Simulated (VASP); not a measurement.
# GePdF4 (P4mm) in VASP: single point with PBE

Aim: the single point of GePdF4 with PBE.

Everything below comes from runs of VASP 6.6.1. Logs are shortened: lines on timing, memory, paths and dates and some standing lists are left out, and cuts for length are marked.

**1. The cell of the first run**

It takes space group P4mm (No. 99, tetragonal). The conventional cell has a = 5.421 Å, b = 5.421 Å, c = 3.644 Å, α = 90.00°, β = 90.00°, γ = 90.00°. Ge (site symmetry 4mm) has 4 F at 2.05 Å within 2.7 Å. Pd (site symmetry 4mm) has 4 F at 2.00 Å within 2.7 Å. F (site symmetry m) has 1 Pd at 2.00 Å and 1 Ge at 2.05 Å and 2 F at 2.59 Å within 2.7 Å.

The cell was generated, and may not be a known phase.

**2. Single point, PBE**

Input file INCAR:

```
PREC = Accurate ; ENCUT = 520
EDIFF = 1E-6 ; ISMEAR = 0
SIGMA = 0.1 ; LREAL = F
LASPH = T ; NELM = 60
ALGO = Normal ; ISIF = 2
LWAVE = F ; LCHARG = F
GGA = PE ; NBANDS = 35
```

Input file KPOINTS:

```
regular mesh
0
Gamma
  8 8 10
```

Input file POSCAR:

```
GePdF4
1.0
    5.4212076507      0.0000000000      0.0000000000
    0.0000000000      5.4212076507      0.0000000000
    0.0000000000      0.0000000000      3.6441837138
Ge Pd F
1 1 4
Direct
    0.0000000000      0.0000000000      0.7844689960
    0.5000000000      0.5000000000      0.0232766535
    0.7612837509      0.7612837509      0.0349150827
    0.2387162491      0.2387162491      0.0349150827
    0.2387162491      0.7612837509      0.0349150827
    0.7612837509      0.2387162491      0.0349150827
```

Potentials or basis: VASP PAW PBE potentials, release 64 (Ge_d, Pd, F).

Run with:

```sh
$ cat potpaw_PBE.64/Ge_d/POTCAR potpaw_PBE.64/Pd/POTCAR potpaw_PBE.64/F/POTCAR > POTCAR
$ mpirun -np 1 vasp_std > vasp.out
```

OUTCAR:

```text
PREC = Accurate
   ENCUT = 520
   EDIFF = 1E-6
   ISMEAR = 0
   LREAL = F
   LASPH = T
   NELM = 60
   ISIF = 2
   GGA = PE

 ion  position               nearest neighbor table
   1  0.000  0.000  0.784-   3 2.05   4 2.05   5 2.05   6 2.05
   2  0.500  0.500  0.023-   3 2.00   4 2.00   5 2.00   6 2.00
   3  0.761  0.761  0.035-   2 2.00   1 2.05
   4  0.239  0.239  0.035-   2 2.00   1 2.05
   5  0.239  0.761  0.035-   2 2.00   1 2.05
   6  0.761  0.239  0.035-   2 2.00   1 2.05

  LATTYP: Found a simple tetragonal cell.
 ALAT       =     5.4212076507
 C/A-ratio  =     0.6722088414

  Lattice vectors:

 A1 = (   5.4212076507,   0.0000000000,   0.0000000000)
 A2 = (   0.0000000000,   5.4212076507,   0.0000000000)
 A3 = (   0.0000000000,   0.0000000000,   3.6441837138)

Analysis of symmetry for initial positions (statically):
=====================================================================
 Subroutine PRICEL returns:
 Original cell was already a primitive cell.

 Routine SETGRP: Setting up the symmetry group for a
 simple tetragonal supercell.

 Subroutine GETGRP returns: Found  8 space group operations
 (whereof  8 operations were pure point group operations)
 out of a pool of 16 trial point group operations.

The static configuration has the point symmetry C_4v.

Analysis of symmetry for dynamics (positions and initial velocities):
=====================================================================
 Subroutine PRICEL returns:
 Original cell was already a primitive cell.

 Routine SETGRP: Setting up the symmetry group for a
 simple tetragonal supercell.

 Subroutine GETGRP returns: Found  8 space group operations
 (whereof  8 operations were pure point group operations)
 out of a pool of 16 trial point group operations.

The dynamic configuration has the point symmetry C_4v.

 Subroutine INISYM returns: Found  8 space group operations
 (whereof  8 operations are pure point group operations),
 and found     1 'primitive' translations

----------------------------------------------------------------------------------------

                                     Primitive cell

  volume of cell :     107.1007

  direct lattice vectors                    reciprocal lattice vectors
     5.421207651  0.000000000  0.000000000     0.184460745  0.000000000  0.000000000
     0.000000000  5.421207651  0.000000000     0.000000000  0.184460745  0.000000000
     0.000000000  0.000000000  3.644183714     0.000000000  0.000000000  0.274409876

  length of vectors
     5.421207651  5.421207651  3.644183714     0.184460745  0.184460745  0.274409876

  position of ions in fractional coordinates (direct lattice)
     0.000000000  0.000000000  0.784468996
     0.500000000  0.500000000  0.023276653
     0.761283751  0.761283751  0.034915083
     0.238716249  0.238716249  0.034915083
     0.238716249  0.761283751  0.034915083
     0.761283751  0.238716249  0.034915083

  ion indices of the primitive-cell ions
   primitive index   ion index
                 1           1
                 2           2
                 3           3
                 4           4
                 5           5
                 6           6

----------------------------------------------------------------------------------------

 KPOINTS: regular mesh

Automatic generation of k-mesh.
 Grid dimensions read from file:
 generate k-points for:    8    8   10

 Generating k-lattice:

  Cartesian coordinates                     Fractional coordinates (reciprocal lattice)
     0.023057593  0.000000000  0.000000000     0.125000000  0.000000000  0.000000000
     0.000000000  0.023057593  0.000000000     0.000000000  0.125000000  0.000000000
     0.000000000  0.000000000  0.027440988     0.000000000  0.000000000  0.100000000

  Length of vectors
     0.023057593  0.023057593  0.027440988

  Shift w.r.t. Gamma in fractional coordinates (k-lattice)
     0.000000000  0.000000000  0.000000000

 Subroutine IBZKPT returns following result:
 ===========================================

 Found     90 irreducible k-points:

 Following reciprocal coordinates:
            Coordinates               Weight
  0.000000  0.000000  0.000000      1.000000
  0.125000  0.000000  0.000000      4.000000
  0.250000  0.000000  0.000000      4.000000
  0.375000  0.000000  0.000000      4.000000
  0.500000  0.000000  0.000000      2.000000
  0.125000  0.125000  0.000000      4.000000
[... 16 lines left out ...]
  0.375000  0.125000  0.100000     16.000000
  0.500000  0.125000  0.100000      8.000000
 [... further k-points ...]
   k-points           NKPTS =     90   k-points in BZ     NKDIM =     90   number of bands    NBANDS=     35
   number of dos      NEDOS =    301   number of ions     NIONS =      6
   total plane-waves  NPLWV =  44800
   dimension x,y,z NGX =    40 NGY =   40 NGZ =   28
   dimension x,y,z NGXF=    80 NGYF=   80 NGZF=   56
   ions per type =               1   1   4
   NGX,Y,Z   is equivalent  to a cutoff of  12.27, 12.27, 12.77 a.u.
   NGXF,Y,Z  is equivalent  to a cutoff of  24.53, 24.53, 25.55 a.u.
 SYSTEM =  unknown system
   PREC   = accura    normal or accurate (medium, high low for compatibility)
   ISTART =      0    job   : 0-new  1-cont  2-samecut
   ICHARG =      2    charge: 1-file 2-atom 10-const
   ISPIN  =      1    spin polarized calculation?
   LNONCOLLINEAR =      F non collinear calculations
   LSORBIT =      F    spin-orbit coupling
   LASPH  =      T    aspherical Exc in radial PAW
   ENCUT  =  520.0 eV  38.22 Ry    6.18 a.u.  10.08 10.08  6.78*2*pi/ulx,y,z
   NELM   =     60;   NELMIN=  2; NELMDL= -5     # of ELM steps
   EDIFF  = 0.1E-05   stopping-criterion for ELM
   LREAL  =      F    real-space projection
   EDIFFG = 0.1E-04   stopping-criterion for IOM
   NSW    =      0    number of steps for IOM
   IBRION =     -1    ionic relax: 0-MD 1-quasi-New 2-CG
   NFREE  =      0    steps in history (QN), initial steepest desc. (CG)
   ISIF   =      2    stress and relaxation
   ISYM   =      2    0-nonsym 1-usesym 2-fastsym
   POTIM  = 0.5000    time-step for ionic-motion
   TEBEG  =    0.0;   TEEND  =   0.0 temperature during run
   PSTRESS=    0.0 pullay stress
   NELECT =      52.0000    total number of electrons
   NUPDOWN=      -1.0000    fix difference up-down
   EMIN   =  10.00;   EMAX   =-10.00  energy-range for DOS
   EFERMI =   0.00;   METHOD = LEGACY
   ISMEAR =     0;   SIGMA  =   0.10  broadening in eV -4-tet -1-fermi 0-gaus
   EFERMI_NEDOS =   21; number of points for ismear=-14 and -15
   IALGO  =     38    algorithm
   IMIX   =      4    mixing-type and parameters
     AMIX     =   0.40;   BMIX     =  1.00
     AMIX_MAG =   1.60;   BMIX_MAG =  1.00
  volume/ion in A,a.u.               =      17.85       120.46
  Fermi-wavevector in a.u.,A,eV,Ry     =   1.286704  2.431517 22.525887  1.655606
  Thomas-Fermi vector in A             =   2.418762
   LORBIT       =      0    0 simple, 1 ext, 2 COOP (PROOUT), +10 PAW based schemes
   GGA     = PE    functional components
   LHFCALC =     F    Hartree Fock is set to
   AEXX    =    0.0000 exact exchange contribution
   IVDW    =     0    specifies the selected vdW correction
   LEPSILON=     F    determine dielectric tensor
   LRPA    =     F    only Hartree local field effects (RPA)
 non-spin polarized calculation
 Gauss-broadening in eV      SIGMA  =   0.10
  energy-cutoff  :      520.00
  volume of cell :      107.10
 maximum number of plane-waves:      2908
   NGX = 21   NGY = 21   NGZ = 13

 number of electron      51.9999982 magnetization

 Free energy of the ion-electron system (eV)
  ---------------------------------------------------
  ext. energy  EPLUGINS =         0.00000000
  ---------------------------------------------------
  free energy    TOTEN  =       -26.25480924 eV

  energy without entropy =      -26.25457792  energy(sigma->0) =      -26.25469358

 E-fermi :   0.5150     XC(G=0):  -8.4534

 val. band max:        0.3730036667   @ k =   0.5000   0.5000   0.5000
 cond. band min:       0.5867866852   @ k =   0.5000   0.5000   0.5000
 fundamental gap:      0.2137830185
 Fermi energy:         0.5149702893

 k-point     1 :       0.0000    0.0000    0.0000
  band No.  band energies     occupation
      1     -24.1772      2.00000
      2     -24.1142      2.00000
      3     -24.1142      2.00000
      4     -24.0544      2.00000
      5     -24.0126      2.00000
      6     -22.9561      2.00000
[... 27 lines left out ...]
     34      11.0602      0.00000
     35      11.0603      0.00000

 k-point     2 :       0.1250    0.0000    0.0000
  band No.  band energies     occupation
      1     -24.1769      2.00000
      2     -24.1154      2.00000
      3     -24.1145      2.00000
      4     -24.0540      2.00000
      5     -24.0126      2.00000
      6     -22.9375      2.00000
[... 27 lines left out ...]
     34      10.8376      0.00000
     35      11.4466      0.00000

 k-point     3 :       0.2500    0.0000    0.0000
  band No.  band energies     occupation
      1     -24.1761      2.00000
      2     -24.1182      2.00000
      3     -24.1150      2.00000
      4     -24.0532      2.00000
      5     -24.0126      2.00000
      6     -22.8854      2.00000
[... 27 lines left out ...]
     34      10.5320      0.00000
     35      11.5029      0.00000
[... 723 lines left out ...]
 k-point    23 :       0.3750    0.1250    0.1000
  band No.  band energies     occupation
      1     -24.1763      2.00000
      2     -24.1212      2.00000
      3     -24.1164      2.00000
      4     -24.0518      2.00000
      5     -24.0125      2.00000
      6     -22.8081      2.00000
[... 27 lines left out ...]
     34      11.4764      0.00000
     35      12.1632      0.00000

 k-point    24 :       0.5000    0.1250    0.1000
  band No.  band energies     occupation
      1     -24.1763      2.00000
      2     -24.1218      2.00000
      3     -24.1167      2.00000
      4     -24.0515      2.00000
      5     -24.0125      2.00000
      6     -22.7741      2.00000
[... 27 lines left out ...]
     34      11.6586      0.00000
     35      12.1347      0.00000

 [... further k-points ...]

------------------------ aborting loop because EDIFF is reached ----------------------------------------

  FORCE on cell =-STRESS in cart. coord.  units (eV):
  Direction    XX          YY          ZZ          XY          YZ          ZX
  --------------------------------------------------------------------------------------
  -------------------------------------------------------------------------------------
  Total        0.0411301      0.0411301     -0.1321856      0.0000000      0.0000000      0.0000000
  in kB        0.6152877      0.6152877     -1.9774357      0.0000000      0.0000000      0.0000000
  external PRESSURE =      -0.2489534 kB  Pullay stress =       0.0000000 kB

 VOLUME and BASIS-vectors are now :
 -----------------------------------------------------------------------------
  energy-cutoff  :      520.00
  volume of cell :      107.10
      direct lattice vectors                 reciprocal lattice vectors
     5.421207651  0.000000000  0.000000000     0.184460745  0.000000000  0.000000000
     0.000000000  5.421207651  0.000000000     0.000000000  0.184460745  0.000000000
     0.000000000  0.000000000  3.644183714     0.000000000  0.000000000  0.274409876

 POSITION                                       TOTAL-FORCE (eV/Angst)
 -----------------------------------------------------------------------------------
      0.00000      0.00000      2.85875         0.000000     -0.000000     -0.051323
      2.71060      2.71060      0.08482         0.000000     -0.000000      0.013353
      4.12708      4.12708      0.12724        -0.006317     -0.006317      0.009492
      1.29413      1.29413      0.12724         0.006317      0.006317      0.009492
      1.29413      4.12708      0.12724         0.006317     -0.006317      0.009492
      4.12708      1.29413      0.12724        -0.006317      0.006317      0.009492
 -----------------------------------------------------------------------------------
    total drift:                                0.000000     -0.000000      0.001199

  FREE ENERGIE OF THE ION-ELECTRON SYSTEM (eV)
  ---------------------------------------------------
  free  energy   TOTEN  =       -26.2548092389 eV

  energy  without entropy=      -26.2545779188  energy(sigma->0) =      -26.25469358
```

It took 5.9 min on 1 thread of Intel Xeon 8259CL, shared host; peak memory 0.41 GiB.

Results:

```
Free energy            : -26.2548 eV
Pressure               : 0.0 GPa
Largest force          : 0.051 eV/Å
Band gap on the k mesh : 0.21 eV
```

Forces in eV/Å, atoms in the order of the input:
```
Ge   0.000  0.000 -0.051
Pd   0.000  0.000  0.013
F   -0.006 -0.006  0.009
F    0.006  0.006  0.009
F    0.006 -0.006  0.009
F   -0.006  0.006  0.009
```

Stress tensor (GPa, compression positive):
```
 0.06  0.00  0.00
 0.00  0.06  0.00
 0.00  0.00 -0.20
```

Levels at points of the mesh, in eV from the valence-band top:
```csv
k point,band 24,band 25,band 26,band 27,band 28,band 29
"(0.00, 0.00, 0.00)",-1.09,-0.73,-0.73,1.31,4.86,4.94
"(0.50, 0.00, 0.00)",-0.91,-0.66,-0.64,0.77,3.47,5.55
"(0.50, 0.50, 0.00)",-0.72,-0.72,-0.62,1.02,4.52,4.52
"(0.00, 0.00, 0.50)",-0.93,-0.93,-0.19,1.31,3.17,5.48
"(0.50, 0.00, 0.50)",-0.79,-0.29,-0.07,0.87,3.67,5.27
"(0.50, 0.50, 0.50)",-0.91,-0.61,0.00,0.21,4.69,5.55
```

Caveat: semilocal functionals underestimate gaps, and a narrow one can read as zero.
